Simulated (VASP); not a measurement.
Set up this calculation in VASP 6.6.1, as the native input.

* Task: relaxation of cell and atoms
* Functional: PBE
* Potentials or basis: VASP PAW PBE potentials, release 64 (C)
* Cutoff: 600 eV
* k mesh: 12 × 12 × 12
* Occupations: gaussian, width 0.02 eV
* Spin: no spin polarisation
* Dipole correction: no
* Further INCAR settings: ALGO = Normal; EDIFF = 1e-07; IBRION = 2; EDIFFG = -0.002; NSW = 100; ISIF = 3

The structure of C lies in POSCAR:

```
C
1.0
    0.0000000000      1.7833700000      1.7833700000
    1.7833700000      0.0000000000      1.7833700000
    1.7833700000      1.7833700000      0.0000000000
C
2
Direct
    0.0000000000      0.0000000000      0.0000000000
    0.2500000000      0.2500000000      0.2500000000
```

One way to write it, as run:

INCAR

```
ALGO     = Normal         # electronic algorithm
EDIFF    = 1E-7           # SCF threshold, eV
EDIFFG   = -0.002         # ionic threshold
ENCUT    = 600            # plane-wave cutoff, eV
GGA      = PE             # functional
GGA_COMPAT= False        
IBRION   = 2              # ionic algorithm
ISIF     = 3              # what is computed and relaxed
ISMEAR   = 0              # smearing method
LASPH    = True           # aspherical terms in the spheres
LCHARG   = False          # write CHGCAR
LREAL    = False          # projectors in reciprocal space
LWAVE    = False          # write WAVECAR
NELM     = 120            # most SCF steps
NELMIN   = 4            
NSW      = 100            # ionic steps
PREC     = Accurate       # precision mode
SIGMA    = 0.02           # smearing width, eV
```

KPOINTS

```
k-points
0
Gamma
  12 12 12
```

Potentials or basis: VASP PAW PBE potentials, release 64 (C).

The run is started by

```bash
$ cat potpaw_PBE.64/C/POTCAR > POTCAR
$ mpirun -np 1 vasp_std > vasp.out
```

Results of the run:

| Quantity | Value |
| --- | --- |
| Relaxed volume | 5.69 Å³/atom |
| Relaxed cell | a = 2.525 Å, b = 2.525 Å, c = 2.525 Å, α = 60.00°, β = 60.00°, γ = 60.00° |
| Space group after relaxing (to 0.1 Å) | Fd-3m (No. 227) |
| Energy gained by relaxing | 0.1 meV/atom |
| Ionic steps | 3 |
| Pressure after relaxing | 0.0 GPa |
| Band gap on the k mesh | 4.14 eV (least direct gap 5.58 eV) |

It took 11 s on 1 thread of Intel(R) Xeon(R) Platinum 8259CL CPU @ 2.50GHz (Skylake/Cascade Lake) (shared host), peak memory 0.12 GiB.
